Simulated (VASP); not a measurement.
Write the native input for VASP 6.6.1 that does the following.

```
Task                   : relaxation of cell and atoms
Functional             : PBEsol
Potentials or basis    : VASP PAW PBE potentials, release 64 (Hf_pv, N)
Cutoff                 : 600 eV
k mesh                 : 9 × 9 × 9
Occupations            : methfessel-paxton, width 0.1 eV
Spin                   : no spin polarisation
Dipole correction      : no
Further INCAR settings : ALGO = Normal; EDIFF = 1e-06; IBRION = 2; EDIFFG = -0.02; NSW = 60; ISIF = 3
```

The structure of HfN lies in POSCAR:

```
HfN
1.0
    0.0000000000      2.2560000000      2.2560000000
    2.2560000000      0.0000000000      2.2560000000
    2.2560000000      2.2560000000      0.0000000000
Hf N
1 1
Direct
    0.0000000000      0.0000000000      0.0000000000
    0.5000000000      0.5000000000      0.5000000000
```

These files were run (other wordings do the same):

INCAR

```
ALGO     = Normal         # electronic algorithm
EDIFF    = 1E-6           # SCF threshold, eV
EDIFFG   = -0.02          # ionic threshold
ENCUT    = 600            # plane-wave cutoff, eV
GGA      = PS             # functional
IBRION   = 2              # ionic algorithm
ISIF     = 3              # what is computed and relaxed
ISMEAR   = 1              # smearing method
LASPH    = T              # aspherical terms in the spheres
LCHARG   = F              # write CHGCAR
LREAL    = F              # projectors in reciprocal space
LWAVE    = F              # write WAVECAR
NELM     = 100            # most SCF steps
NSW      = 60             # ionic steps
PREC     = Accurate       # precision mode
SIGMA    = 0.1            # smearing width, eV
```

KPOINTS

```
k-points
0
Gamma
  9 9 9
```

Potentials or basis: VASP PAW PBE potentials, release 64 (Hf_pv, N).

The run is started by

```sh
$ cat potpaw_PBE.64/Hf_pv/POTCAR potpaw_PBE.64/N/POTCAR > POTCAR
$ mpirun -np 1 vasp_std > vasp.out
```

Results of the run:

| Property | Result |
| --- | --- |
| Relaxed volume | 11.31 Å³/atom |
| Relaxed cell | a = 3.175 Å, b = 3.175 Å, c = 3.175 Å, α = 60.00°, β = 60.00°, γ = 60.00° |
| Space group after relaxing (to 0.05 Å) | Fm-3m (No. 225) |
| Energy gained by relaxing | 2.3 meV/atom |
| Ionic steps | 3 |
| Pressure after relaxing | 0.0 GPa |

Caveat: the PAW data sets were made with another functional, which shifts forces and pressure a little.

Run time: 45 s on 1 thread of AMD EPYC 7R43 64-Core Processor (Zen 3), on a shared host, peak memory 0.14 GiB.
